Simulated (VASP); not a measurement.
# Ge2H (P6_3/mmc) in VASP: relaxation of cell and atoms with PBE

Aim: the relaxation of cell and atoms of Ge2H with PBE.

Program: VASP 6.6.1. These are calculated values, not measurements. Logs are shortened: lines on timing, memory, paths and dates and some standing lists are left out, and cuts for length are marked.

### 1 The cell of the first run

Symmetry: P6_3/mmc, No. 194, hexagonal system. The conventional cell has a = 3.967 Å, b = 3.967 Å, c = 6.988 Å, α = 90.00°, β = 90.00°, γ = 120.00°. Within 3.3 Å of Ge (site symmetry 3m) lie 4 Ge at 2.46 to 2.51 Å and 6 H at 2.60 to 3.22 Å. H (site symmetry -6m2) has 12 Ge at 2.60 to 3.22 Å and 2 H at 3.49 Å within 3.5 Å.

### 2 Relaxation of cell and atoms, PBE

INCAR reads:

```
SYSTEM = Ge2H
PREC = Accurate
ENCUT = 600
EDIFF = 1E-7
ISMEAR = 0
SIGMA = 0.1
LREAL = .False.
LASPH = .True.
NELM = 60
ALGO = Normal
ISIF = 3
LWAVE = .False.
LCHARG = .False.
GGA = PE
IBRION = 2
NSW = 90
EDIFFG = -0.025
```

KPOINTS reads:

```
regular mesh
0
Gamma
  12 12 4
  0 0 0
```

POSCAR reads:

```
Ge2H
1.0
    3.9674583369      0.0000000000      0.0000000000
   -1.9837291685      3.4359197082      0.0000000000
    0.0000000000      0.0000000000      6.9878716763
Ge H
4 2
Direct
    0.6666666667      0.3333333333      0.0738507173
    0.3333333333      0.6666666667      0.5738507173
    0.6666666667      0.3333333333      0.4261492827
    0.3333333333      0.6666666667      0.9261492827
    0.0000000000      0.0000000000      0.2500000000
    0.0000000000      0.0000000000      0.7500000000
```

Potentials or basis: VASP PAW PBE potentials, release 64 (Ge_d, H).

Launch:

```console
cat potpaw_PBE.64/Ge_d/POTCAR potpaw_PBE.64/H/POTCAR > POTCAR
mpirun -np 1 vasp_std > vasp.out
```

OUTCAR:

```text
SYSTEM = Ge2H
   PREC = Accurate
   ENCUT = 600
   EDIFF = 1E-7
   ISMEAR = 0
   LREAL = .False.
   LASPH = .True.
   NELM = 60
   ISIF = 3
   GGA = PE
   IBRION = 2
   NSW = 90
   EDIFFG = -0.025

 ion  position               nearest neighbor table
   1  0.667  0.333  0.074-   3 2.46   4 2.51   4 2.51   4 2.51
   2  0.333  0.667  0.574-   4 2.46   3 2.51   3 2.51   3 2.51
   3  0.667  0.333  0.426-   1 2.46   2 2.51   2 2.51   2 2.51
   4  0.333  0.667  0.926-   2 2.46   1 2.51   1 2.51   1 2.51
   5  0.000  0.000  0.250-
   6  0.000  0.000  0.750-

  LATTYP: Found a hexagonal cell.
 ALAT       =     3.9674583369
 C/A-ratio  =     1.7612968009

  Lattice vectors:

 A1 = (   3.9674583369,   0.0000000000,   0.0000000000)
 A2 = (  -1.9837291685,   3.4359197082,   0.0000000000)
 A3 = (   0.0000000000,   0.0000000000,   6.9878716763)

Analysis of symmetry for initial positions (statically):
=====================================================================
 Subroutine PRICEL returns:
 Original cell was already a primitive cell.

 Routine SETGRP: Setting up the symmetry group for a
 hexagonal supercell.

 Subroutine GETGRP returns: Found 24 space group operations
 (whereof 12 operations were pure point group operations)
 out of a pool of 24 trial point group operations.

The static configuration has the point symmetry D_3d.
 The point group associated with its full space group is D_6h.

Analysis of symmetry for dynamics (positions and initial velocities):
=====================================================================
 Subroutine PRICEL returns:
 Original cell was already a primitive cell.

 Routine SETGRP: Setting up the symmetry group for a
 hexagonal supercell.

 Subroutine GETGRP returns: Found 24 space group operations
 (whereof 12 operations were pure point group operations)
 out of a pool of 24 trial point group operations.

The dynamic configuration has the point symmetry D_3d.
 The point group associated with its full space group is D_6h.

 Subroutine INISYM returns: Found 24 space group operations
 (whereof 12 operations are pure point group operations),
 and found     1 'primitive' translations

----------------------------------------------------------------------------------------

                                     Primitive cell

  volume of cell :      95.2577

  direct lattice vectors                    reciprocal lattice vectors
     3.967458337  0.000000000  0.000000000     0.252050536  0.145521445  0.000000000
    -1.983729169  3.435919708  0.000000000     0.000000000  0.291042890  0.000000000
     0.000000000  0.000000000  6.987871676     0.000000000  0.000000000  0.143105089

  length of vectors
     3.967458337  3.967458337  6.987871676     0.291042890  0.291042890  0.143105089

  position of ions in fractional coordinates (direct lattice)
     0.666666667  0.333333333  0.073850717
     0.333333333  0.666666667  0.573850717
     0.666666667  0.333333333  0.426149283
     0.333333333  0.666666667  0.926149283
     0.000000000  0.000000000  0.250000000
     0.000000000  0.000000000  0.750000000

  ion indices of the primitive-cell ions
   primitive index   ion index
                 1           1
                 2           2
                 3           3
                 4           4
                 5           5
                 6           6

----------------------------------------------------------------------------------------

[... 72 lines left out ...]
   NSW    =     90    number of steps for IOM
   IBRION =      2    ionic relax: 0-MD 1-quasi-New 2-CG
   NFREE  =      1    steps in history (QN), initial steepest desc. (CG)
   ISIF   =      3    stress and relaxation
   ISYM   =      2    0-nonsym 1-usesym 2-fastsym
   POTIM  = 0.5000    time-step for ionic-motion
   TEBEG  =    0.0;   TEEND  =   0.0 temperature during run
   PSTRESS=    0.0 pullay stress
   NELECT =      58.0000    total number of electrons
   NUPDOWN=      -1.0000    fix difference up-down
   EMIN   =  10.00;   EMAX   =-10.00  energy-range for DOS
   EFERMI =   0.00;   METHOD = LEGACY
   ISMEAR =     0;   SIGMA  =   0.10  broadening in eV -4-tet -1-fermi 0-gaus
   EFERMI_NEDOS =   21; number of points for ismear=-14 and -15
   IALGO  =     38    algorithm
   IMIX   =      4    mixing-type and parameters
     AMIX     =   0.40;   BMIX     =  1.00
     AMIX_MAG =   1.60;   BMIX_MAG =  1.00
  volume/ion in A,a.u.               =      15.88       107.14
  Fermi-wavevector in a.u.,A,eV,Ry     =   1.387557  2.622102 26.195480  1.925313
  Thomas-Fermi vector in A             =   2.511766
   LORBIT       =      0    0 simple, 1 ext, 2 COOP (PROOUT), +10 PAW based schemes
   GGA     = PE    functional components
   LHFCALC =     F    Hartree Fock is set to
   AEXX    =    0.0000 exact exchange contribution
   IVDW    =     0    specifies the selected vdW correction
   LEPSILON=     F    determine dielectric tensor
   LRPA    =     F    only Hartree local field effects (RPA)
 conjugate gradient relaxation of ions
 non-spin polarized calculation
 Gauss-broadening in eV      SIGMA  =   0.10
  energy-cutoff  :      600.00
  volume of cell :       95.26
 maximum number of plane-waves:      3219
 NGX is ok and might be reduce to    32
   NGX = 15   NGY = 15   NGZ = 27

--------------------------------------- Ionic step        1  -------------------------------------------

 number of electron      57.9999999 magnetization

 Free energy of the ion-electron system (eV)
  ---------------------------------------------------
  ext. energy  EPLUGINS =         0.00000000
  ---------------------------------------------------
  free energy    TOTEN  =       -21.40963749 eV

  energy without entropy =      -21.39586459  energy(sigma->0) =      -21.40275104

------------------------ aborting loop because EDIFF is reached ----------------------------------------

  FORCE on cell =-STRESS in cart. coord.  units (eV):
  Direction    XX          YY          ZZ          XY          YZ          ZX
  --------------------------------------------------------------------------------------
  -------------------------------------------------------------------------------------
  Total       -0.1598256     -0.1598256      0.0497061      0.0000000     -0.0000000      0.0000000
  in kB       -2.6881686     -2.6881686      0.8360259      0.0000000     -0.0000000      0.0000000
  external PRESSURE =      -1.5134371 kB  Pullay stress =       0.0000000 kB

 VOLUME and BASIS-vectors are now :
 -----------------------------------------------------------------------------
  energy-cutoff  :      600.00
  volume of cell :       95.26
      direct lattice vectors                 reciprocal lattice vectors
     3.967458337  0.000000000  0.000000000     0.252050536  0.145521445  0.000000000
    -1.983729169  3.435919708  0.000000000     0.000000000  0.291042890  0.000000000
     0.000000000  0.000000000  6.987871676     0.000000000  0.000000000  0.143105089

 POSITION                                       TOTAL-FORCE (eV/Angst)
 -----------------------------------------------------------------------------------
      1.98373      1.14531      0.51606         0.000000      0.000000     -0.086276
     -0.00000      2.29061      4.01000        -0.000000     -0.000000     -0.086276
      1.98373      1.14531      2.97788        -0.000000      0.000000      0.086276
     -0.00000      2.29061      6.47181         0.000000     -0.000000      0.086276
      0.00000      0.00000      1.74697        -0.000000      0.000000      0.000000
      0.00000      0.00000      5.24090        -0.000000      0.000000      0.000000
 -----------------------------------------------------------------------------------
    total drift:                               -0.000000      0.000000      0.000000

  FREE ENERGIE OF THE ION-ELECTRON SYSTEM (eV)
  ---------------------------------------------------
  free  energy   TOTEN  =       -21.4096374902 eV

  energy  without entropy=      -21.3958645931  energy(sigma->0) =      -21.40275104

--------------------------------------- Ionic step        2  -------------------------------------------

 number of electron      57.9999990 magnetization

 Free energy of the ion-electron system (eV)
  ---------------------------------------------------
  ext. energy  EPLUGINS =         0.00000000
  ---------------------------------------------------
  free energy    TOTEN  =       -21.41053982 eV

  energy without entropy =      -21.39659779  energy(sigma->0) =      -21.40356880

 E-fermi :   4.3157     XC(G=0): -10.2998

 val. band max:        4.3091992682   @ k =   0.4167  -0.0000   0.0000
 cond. band min:       4.3186524889   @ k =   0.0833   0.0833   0.0000
 fundamental gap:      0.0094532207
 Fermi energy:         4.3156666394

 k-point     1 :       0.0000    0.0000    0.0000
  band No.  band energies     occupation
      1     -20.1390      2.00000
      2     -20.1390      2.00000
      3     -20.1150      2.00000
      4     -20.0958      2.00000
      5     -20.0958      2.00000
      6     -20.0756      2.00000
[... 877 lines left out ...]
     33       8.5028      0.00000
     34       8.9193      0.00000

 [... further k-points ...]
[... 5 lines left out ...]
  --------------------------------------------------------------------------------------
  -------------------------------------------------------------------------------------
  Total        0.0234942      0.0234942     -0.1150972     -0.0000000     -0.0000000      0.0000000
  in kB        0.3960168      0.3960168     -1.9400747     -0.0000000     -0.0000000      0.0000000
  external PRESSURE =      -0.3826804 kB  Pullay stress =       0.0000000 kB

 VOLUME and BASIS-vectors are now :
 -----------------------------------------------------------------------------
  energy-cutoff  :      600.00
  volume of cell :       95.05
      direct lattice vectors                 reciprocal lattice vectors
     3.962359882  0.000000000  0.000000000     0.252374855  0.145708690  0.000000000
    -1.981179941  3.431504317 -0.000000000    -0.000000000  0.291417381  0.000000000
     0.000000000 -0.000000000  6.990664441    -0.000000000  0.000000000  0.143047919

 POSITION                                       TOTAL-FORCE (eV/Angst)
 -----------------------------------------------------------------------------------
      1.98118      1.14383      0.51210         0.000000      0.000000     -0.003149
     -0.00000      2.28767      4.00743        -0.000000      0.000000     -0.003149
      1.98118      1.14383      2.98323         0.000000     -0.000000      0.003149
     -0.00000      2.28767      6.47856        -0.000000     -0.000000      0.003149
      3.96236      0.00000      1.74767         0.000000      0.000000      0.000000
      3.96236      0.00000      5.24300         0.000000     -0.000000     -0.000000
 -----------------------------------------------------------------------------------
    total drift:                               -0.000000      0.000000      0.000000

  FREE ENERGIE OF THE ION-ELECTRON SYSTEM (eV)
  ---------------------------------------------------
  free  energy   TOTEN  =       -21.4105398215 eV

  energy  without entropy=      -21.3965977884  energy(sigma->0) =      -21.40356880

 reached required accuracy - stopping structural energy minimisation
```

It took 4.2 min on 1 thread of Intel Xeon Platinum 8375C at 2.90GHz (Ice Lake), shared host; peak memory 0.34 GiB.

Results:

```yaml
Free_energy: -21.4105 eV
Relaxed_volume: 15.84 Å³/atom
Relaxed_cell: a = 3.962 Å, b = 3.962 Å, c = 6.991 Å, α = 90.00°, β = 90.00°, γ = 120.00°
Space_group_after_relaxing_to_0.1_Å: P6_3/mmc (No. 194)
Energy_gained_by_relaxing: 0.2 meV/atom
Ionic_steps: 2
Pressure_after_relaxing: 0.0 GPa
Largest_force_after_relaxing: 0.003 eV/Å
Band_gap_on_the_k_mesh: zero (bands 29 and 30 overlap by 2.42 eV)
```

Forces in eV/Å, atoms in the order of the input:
```
Ge   0.000  0.000 -0.003
Ge   0.000  0.000 -0.003
Ge   0.000  0.000  0.003
Ge   0.000  0.000  0.003
H    0.000  0.000  0.000
H    0.000  0.000  0.000
```

The path:
```
step  energy change (eV)  largest force (eV/Å)  pressure (GPa)  volume (Å³)
   1              0.0000                0.0863           -0.15        95.26
   2             -0.0009                0.0031           -0.04        95.05
```

Final structure:
```
Ge H
1.0
     3.96236    0.00000    0.00000
    -1.98118    3.43150    0.00000
     0.00000    0.00000    6.99066
Ge H
4 2
Direct
  0.66667 0.33333 0.07326
  0.33333 0.66667 0.57326
  0.66667 0.33333 0.42674
  0.33333 0.66667 0.92675
  0.00000 0.00000 0.25000
  0.00000 0.00000 0.75000
```
